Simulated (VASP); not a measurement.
# InPtSe (P2_13) in VASP: single point with LDA

Aim: the single point of InPtSe with LDA.

Everything below comes from runs of VASP 6.6.1. Logs are shortened: lines on timing, memory, paths and dates and some standing lists are left out, and cuts for length are marked.

## Step 1: The cell of the first run

The structure is cubic, space group P2_13 (No. 198). The conventional cell has a = 6.164 Å, b = 6.164 Å, c = 6.164 Å, α = 90.00°, β = 90.00°, γ = 90.00°. Within 3.3 Å of Pt (site symmetry 3) lie 3 Se at 2.47 Å and 3 In at 2.65 Å. In (site symmetry 3) has 3 Pt at 2.65 Å and 7 Se at 2.69 to 3.47 Å within 3.5 Å. Se (site symmetry 3) has 3 Pt at 2.47 Å and 7 In at 2.69 to 3.47 Å within 3.5 Å.

## Step 2: Single point, LDA

Input file INCAR:

```
ALGO = Normal ; EDIFF = 1E-6
ENCUT = 520 ; GGA = CA
ISIF = 2 ; ISMEAR = -1
LASPH = True ; LCHARG = False
LREAL = False ; LWAVE = False
NBANDS = 70 ; NELM = 100
PREC = Accurate ; SIGMA = 0.05
```

Input file KPOINTS:

```
k-points
0
Gamma
  4 4 4
```

Input file POSCAR:

```
InPtSe
1.0
    6.1638417222      0.0000000000      0.0000000000
    0.0000000000      6.1638417222      0.0000000000
    0.0000000000      0.0000000000      6.1638417222
Pt In Se
4 4 4
Direct
   -0.0173098580     -0.0173098580     -0.0173098580
    0.5173098580      1.0173098580      0.4826901420
    0.4826901420      0.5173098580      1.0173098580
    1.0173098580      0.4826901420      0.5173098580
    0.6285553874      0.6285553874      0.6285553874
    0.8714446126      0.3714446126      0.1285553874
    0.1285553874      0.8714446126      0.3714446126
    0.3714446126      0.1285553874      0.8714446126
    0.3763267422      0.3763267422      0.3763267422
    0.1236732578      0.6236732578      0.8763267422
    0.8763267422      0.1236732578      0.6236732578
    0.6236732578      0.8763267422      0.1236732578
```

Potentials or basis: VASP PAW LDA potentials, release 64 (Pt, In_d, Se).

On the command line:

```bash
> cat potpaw_LDA.64/Pt/POTCAR potpaw_LDA.64/In_d/POTCAR potpaw_LDA.64/Se/POTCAR > POTCAR
> mpirun -np 1 vasp_std > vasp.out
```

OUTCAR:

```text
EDIFF = 1E-6
   ENCUT = 520
   GGA = CA
   ISIF = 2
   ISMEAR = -1
   LASPH = True
   LREAL = False
   NELM = 100
   PREC = Accurate

 ion  position               nearest neighbor table
   1  0.983  0.983  0.983-  10 2.47  11 2.47  12 2.47   6 2.65   7 2.65   8 2.65
   2  0.517  0.017  0.483-   9 2.47  11 2.47  12 2.47   5 2.65   7 2.65   8 2.65
   3  0.483  0.517  0.017-  12 2.47  10 2.47   9 2.47   5 2.65   6 2.65   8 2.65
   4  0.017  0.483  0.517-  11 2.47  10 2.47   9 2.47   5 2.65   6 2.65   7 2.65
   5  0.629  0.629  0.629-   2 2.65   3 2.65   4 2.65   9 2.69   7 3.78   8 3.78   6 3.78   6 3.78
                             8 3.78   7 3.78
   6  0.871  0.371  0.129-   1 2.65   3 2.65   4 2.65  10 2.69   7 3.78   8 3.78   5 3.78   5 3.78
                             7 3.78   8 3.78
   7  0.129  0.871  0.371-   1 2.65   2 2.65   4 2.65  11 2.69   6 3.78   8 3.78   5 3.78   8 3.78
                             6 3.78   5 3.78
   8  0.371  0.129  0.871-   1 2.65   2 2.65   3 2.65  12 2.69   6 3.78   7 3.78   5 3.78   7 3.78
                             5 3.78   6 3.78
   9  0.376  0.376  0.376-   2 2.47   3 2.47   4 2.47   5 2.69
  10  0.124  0.624  0.876-   1 2.47   3 2.47   4 2.47   6 2.69
  11  0.876  0.124  0.624-   4 2.47   2 2.47   1 2.47   7 2.69
  12  0.624  0.876  0.124-   3 2.47   2 2.47   1 2.47   8 2.69

  LATTYP: Found a simple cubic cell.
 ALAT       =     6.1638417222

  Lattice vectors:

 A1 = (   6.1638417222,   0.0000000000,   0.0000000000)
 A2 = (   0.0000000000,   6.1638417222,   0.0000000000)
 A3 = (   0.0000000000,   0.0000000000,   6.1638417222)

Analysis of symmetry for initial positions (statically):
=====================================================================
 Subroutine PRICEL returns:
 Original cell was already a primitive cell.

 Routine SETGRP: Setting up the symmetry group for a
 simple cubic supercell.

 Subroutine GETGRP returns: Found 12 space group operations
 (whereof  3 operations were pure point group operations)
 out of a pool of 48 trial point group operations.

The static configuration has the point symmetry C_3 .
 The point group associated with its full space group is T   .

Analysis of symmetry for dynamics (positions and initial velocities):
=====================================================================
 Subroutine PRICEL returns:
 Original cell was already a primitive cell.

 Routine SETGRP: Setting up the symmetry group for a
 simple cubic supercell.

 Subroutine GETGRP returns: Found 12 space group operations
 (whereof  3 operations were pure point group operations)
 out of a pool of 48 trial point group operations.

The dynamic configuration has the point symmetry C_3 .
 The point group associated with its full space group is T   .

 Subroutine INISYM returns: Found 12 space group operations
 (whereof  3 operations are pure point group operations),
 and found     1 'primitive' translations

----------------------------------------------------------------------------------------

                                     Primitive cell

  volume of cell :     234.1825

  direct lattice vectors                    reciprocal lattice vectors
     6.163841722  0.000000000  0.000000000     0.162236483  0.000000000  0.000000000
     0.000000000  6.163841722  0.000000000     0.000000000  0.162236483  0.000000000
     0.000000000  0.000000000  6.163841722     0.000000000  0.000000000  0.162236483

  length of vectors
     6.163841722  6.163841722  6.163841722     0.162236483  0.162236483  0.162236483

  position of ions in fractional coordinates (direct lattice)
     0.982690142  0.982690142  0.982690142
     0.517309858  0.017309858  0.482690142
     0.482690142  0.517309858  0.017309858
     0.017309858  0.482690142  0.517309858
     0.628555387  0.628555387  0.628555387
     0.871444613  0.371444613  0.128555387
     0.128555387  0.871444613  0.371444613
     0.371444613  0.128555387  0.871444613
     0.376326742  0.376326742  0.376326742
     0.123673258  0.623673258  0.876326742
     0.876326742  0.123673258  0.623673258
     0.623673258  0.876326742  0.123673258

  ion indices of the primitive-cell ions
   primitive index   ion index
                 1           1
                 2           2
                 3           3
                 4           4
                 5           5
                 6           6
                 7           7
                 8           8
                 9           9
                10          10
                11          11
                12          12

----------------------------------------------------------------------------------------

 KPOINTS: k-points

Automatic generation of k-mesh.
 Grid dimensions read from file:
 generate k-points for:    4    4    4

 Generating k-lattice:

  Cartesian coordinates                     Fractional coordinates (reciprocal lattice)
     0.040559121  0.000000000  0.000000000     0.250000000  0.000000000  0.000000000
     0.000000000  0.040559121  0.000000000     0.000000000  0.250000000  0.000000000
     0.000000000  0.000000000  0.040559121     0.000000000  0.000000000  0.250000000

  Length of vectors
     0.040559121  0.040559121  0.040559121

  Shift w.r.t. Gamma in fractional coordinates (k-lattice)
     0.000000000  0.000000000  0.000000000

 Subroutine IBZKPT returns following result:
 ===========================================

 Found     11 irreducible k-points:

 Following reciprocal coordinates:
            Coordinates               Weight
  0.000000  0.000000  0.000000      1.000000
  0.250000  0.000000  0.000000      6.000000
  0.500000  0.000000  0.000000      3.000000
  0.250000  0.250000  0.000000     12.000000
  0.500000  0.250000  0.000000      6.000000
 -0.250000  0.500000  0.000000      6.000000
  0.500000  0.500000  0.000000      3.000000
  0.250000  0.250000  0.250000      8.000000
  0.500000  0.250000  0.250000     12.000000
  0.500000  0.500000  0.250000      6.000000
  0.500000  0.500000  0.500000      1.000000
   k-points           NKPTS =     11   k-points in BZ     NKDIM =     11   number of bands    NBANDS=     70
   number of dos      NEDOS =    301   number of ions     NIONS =     12
   total plane-waves  NPLWV = 110592
   dimension x,y,z NGX =    48 NGY =   48 NGZ =   48
   dimension x,y,z NGXF=    96 NGYF=   96 NGZF=   96
   ions per type =               4   4   4
   NGX,Y,Z   is equivalent  to a cutoff of  12.95, 12.95, 12.95 a.u.
   NGXF,Y,Z  is equivalent  to a cutoff of  25.89, 25.89, 25.89 a.u.
 SYSTEM =  unknown system
   PREC   = accura    normal or accurate (medium, high low for compatibility)
   ISTART =      0    job   : 0-new  1-cont  2-samecut
   ICHARG =      2    charge: 1-file 2-atom 10-const
   ISPIN  =      1    spin polarized calculation?
   LNONCOLLINEAR =      F non collinear calculations
   LSORBIT =      F    spin-orbit coupling
   LASPH  =      T    aspherical Exc in radial PAW
   ENCUT  =  520.0 eV  38.22 Ry    6.18 a.u.  11.46 11.46 11.46*2*pi/ulx,y,z
   NELM   =    100;   NELMIN=  2; NELMDL= -5     # of ELM steps
   EDIFF  = 0.1E-05   stopping-criterion for ELM
   LREAL  =      F    real-space projection
   EDIFFG = 0.1E-04   stopping-criterion for IOM
   NSW    =      0    number of steps for IOM
   IBRION =     -1    ionic relax: 0-MD 1-quasi-New 2-CG
   NFREE  =      0    steps in history (QN), initial steepest desc. (CG)
   ISIF   =      2    stress and relaxation
   ISYM   =      2    0-nonsym 1-usesym 2-fastsym
   POTIM  = 0.5000    time-step for ionic-motion
   TEBEG  =    0.0;   TEEND  =   0.0 temperature during run
   PSTRESS=    0.0 pullay stress
   NELECT =     116.0000    total number of electrons
   NUPDOWN=      -1.0000    fix difference up-down
   EMIN   =  10.00;   EMAX   =-10.00  energy-range for DOS
   EFERMI =   0.00;   METHOD = LEGACY
   ISMEAR =    -1;   SIGMA  =   0.05  broadening in eV -4-tet -1-fermi 0-gaus
   EFERMI_NEDOS =   21; number of points for ismear=-14 and -15
   IALGO  =     38    algorithm
   IMIX   =      4    mixing-type and parameters
     AMIX     =   0.40;   BMIX     =  1.00
     AMIX_MAG =   1.60;   BMIX_MAG =  1.00
  volume/ion in A,a.u.               =      19.52       131.70
  Fermi-wavevector in a.u.,A,eV,Ry     =   1.295317  2.447794 22.828477  1.677846
  Thomas-Fermi vector in A             =   2.426844
   LORBIT       =      0    0 simple, 1 ext, 2 COOP (PROOUT), +10 PAW based schemes
   GGA     = CA    functional components
   LHFCALC =     F    Hartree Fock is set to
   AEXX    =    0.0000 exact exchange contribution
   IVDW    =     0    specifies the selected vdW correction
   LEPSILON=     F    determine dielectric tensor
   LRPA    =     F    only Hartree local field effects (RPA)
 non-spin polarized calculation
  energy-cutoff  :      520.00
  volume of cell :      234.18
 maximum number of plane-waves:      6382
 NGX is ok and might be reduce to    48
   NGX = 23   NGY = 23   NGZ = 23

 number of electron     116.0000035 magnetization

 Free energy of the ion-electron system (eV)
  ---------------------------------------------------
  ext. energy  EPLUGINS =         0.00000000
  ---------------------------------------------------
  free energy    TOTEN  =       -64.15421742 eV

  energy without entropy =      -64.09011581  energy(sigma->0) =      -64.12216662

 E-fermi :   7.9414     XC(G=0): -11.5335

 val. band max:        7.9107659103   @ k =   0.2500   0.2500   0.0000
 cond. band min:       7.9710502979   @ k =   0.5000   0.5000   0.2500
 fundamental gap:      0.0602843876
 Fermi energy:         7.9414151604

 k-point     1 :       0.0000    0.0000    0.0000
  band No.  band energies     occupation
      1      -6.8308      2.00000
      2      -6.3407      2.00000
      3      -6.3407      2.00000
      4      -6.3407      2.00000
      5      -6.0603      2.00000
      6      -6.0603      2.00000
[... 62 lines left out ...]
     69      13.9747      0.00000
     70      14.1939      0.00000
[... 728 lines left out ...]
     69      12.6555      0.00000
     70      12.6555      0.00000

------------------------ aborting loop because EDIFF is reached ----------------------------------------

  FORCE on cell =-STRESS in cart. coord.  units (eV):
  Direction    XX          YY          ZZ          XY          YZ          ZX
  --------------------------------------------------------------------------------------
  -------------------------------------------------------------------------------------
  Total        7.9004811      7.9004811      7.9004811      0.0000000      0.0000000      0.0000000
  in kB       54.0517411     54.0517411     54.0517411      0.0000000      0.0000000      0.0000000
  external PRESSURE =      54.0517411 kB  Pullay stress =       0.0000000 kB

 VOLUME and BASIS-vectors are now :
 -----------------------------------------------------------------------------
  energy-cutoff  :      520.00
  volume of cell :      234.18
      direct lattice vectors                 reciprocal lattice vectors
     6.163841722  0.000000000  0.000000000     0.162236483  0.000000000  0.000000000
     0.000000000  6.163841722  0.000000000     0.000000000  0.162236483  0.000000000
     0.000000000  0.000000000  6.163841722     0.000000000  0.000000000  0.162236483

 POSITION                                       TOTAL-FORCE (eV/Angst)
 -----------------------------------------------------------------------------------
      6.05715      6.05715      6.05715         0.002031      0.002031      0.002031
      3.18862      0.10670      2.97523        -0.002031     -0.002031      0.002031
      2.97523      3.18862      0.10670         0.002031     -0.002031     -0.002031
      0.10670      2.97523      3.18862        -0.002031      0.002031     -0.002031
      3.87432      3.87432      3.87432        -0.009455     -0.009455     -0.009455
      5.37145      2.28953      0.79240         0.009455      0.009455     -0.009455
      0.79240      5.37145      2.28953        -0.009455      0.009455      0.009455
      2.28953      0.79240      5.37145         0.009455     -0.009455      0.009455
      2.31962      2.31962      2.31962         0.008874      0.008874      0.008874
      0.76230      3.84422      5.40154        -0.008874     -0.008874      0.008874
      5.40154      0.76230      3.84422         0.008874     -0.008874     -0.008874
      3.84422      5.40154      0.76230        -0.008874      0.008874     -0.008874
 -----------------------------------------------------------------------------------
    total drift:                               -0.000000     -0.000000      0.000000

  FREE ENERGIE OF THE ION-ELECTRON SYSTEM (eV)
  ---------------------------------------------------
  free  energy   TOTEN  =       -64.1542174238 eV

  energy  without entropy=      -64.0901158110  energy(sigma->0) =      -64.12216662
```

It took 2.3 min on 1 thread of Intel Xeon Platinum 8375C at 2.90GHz (Ice Lake), shared host; peak memory 0.35 GiB.

What came out:

```yaml
Free_energy: -64.1542 eV
Pressure: 5.4 GPa
Largest_force: 0.016 eV/Å
Band_gap_on_the_k_mesh: zero (bands 58 and 59 overlap by 0.55 eV)
```

Forces in eV/Å, atoms in the order of the input:
```
Pt   0.002  0.002  0.002
Pt  -0.002 -0.002  0.002
Pt   0.002 -0.002 -0.002
Pt  -0.002  0.002 -0.002
In  -0.009 -0.009 -0.009
In   0.009  0.009 -0.009
In  -0.009  0.009  0.009
In   0.009 -0.009  0.009
Se   0.009  0.009  0.009
Se  -0.009 -0.009  0.009
Se   0.009 -0.009 -0.009
Se  -0.009  0.009 -0.009
```

Caveat: the cell stands under pressure; spin-orbit coupling is left out, which moves the levels of the heavy elements.
